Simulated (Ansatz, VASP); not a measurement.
# As in VASP and in Ansatz

Contents of INCAR:

```
SYSTEM = As
  PREC = Accurate
  ENCUT = 500
  EDIFF = 1E-6
  ISMEAR = 0
  SIGMA = 0.1
  LREAL = .FALSE.
  LASPH = .TRUE.
  NELM = 120
  ALGO = Normal
  ISIF = 2
  LWAVE = .FALSE.
  LCHARG = .FALSE.
  GGA = PE
  NBANDS = 12
  GGA_COMPAT = .FALSE.
```

File KPOINTS:

```
regular mesh
0
G
  6 6 6
  0 0 0
```

The input POSCAR:

```
As
1.0
    1.8797494575      1.0852738553      3.4857700000
   -1.8797494575      1.0852738553      3.4857700000
    0.0000000000     -2.1705477106      3.4857700000
As
2
Direct
    0.2275400000      0.2275400000      0.2275400000
    0.7724600000      0.7724600000      0.7724600000
```

Input for Ansatz:

```yaml
crystal:
  lattice:
    - [1.8797494575, 1.0852738553, 3.48577]
    - [-1.8797494575, 1.0852738553, 3.48577]
    - [0.0, -2.1705477106, 3.48577]
  atoms:
    - { symbol: As, position: [0.22754, 0.22754, 0.22754] }
    - { symbol: As, position: [0.77246, 0.77246, 0.77246] }
basis: {}
kpoints:
  mp_grid: { grid: [6, 6, 6] }
hamiltonian:
  xc: pbe
scf:
  occupations: { method: gaussian, width: 0.1 }
  mixing: { algorithm: msr1, beta: 0.16, ndim: 2, preconditioner: ldos }
  max_iter: 87
output:
  forces: true
  stress: true
  eigenvalues: true
```

Alike in both runs: task single point; functional PBE; k mesh 6 × 6 × 6; occupations gaussian, width 0.1 eV; no spin polarisation.

|  | VASP | Ansatz |
| --- | --- | --- |
| version | VASP 6.6.1 | Ansatz 0.2.0 |
| potentials or method | VASP PAW PBE potentials, release 64 (As) | scalar-relativistic, plane waves, PAW |
| plane-wave cutoff (eV) | 500 | 420 |
| valence electrons in the cell | 10 | 30 |

```tsv
	VASP	Ansatz	Ansatz less VASP
gap on the k mesh at the Fermi level (eV)	none	none	-
pressure (GPa)	3.8	3.5	-0.30
traceless stress, the component that is largest in VASP (GPa)	-1.08	-1.01	+0.078
rms of the force components (eV/Å)	0.094	0.062	-0.0320
```

Atom by atom the forces differ by 0.032 eV/Å (rms over components). A gap of «none» marks a metal or a gap that the smearing closes. VASP's potentials hold 10 valence electrons a cell and Ansatz's 30, so a difference there can come from the potentials and not from the codes.
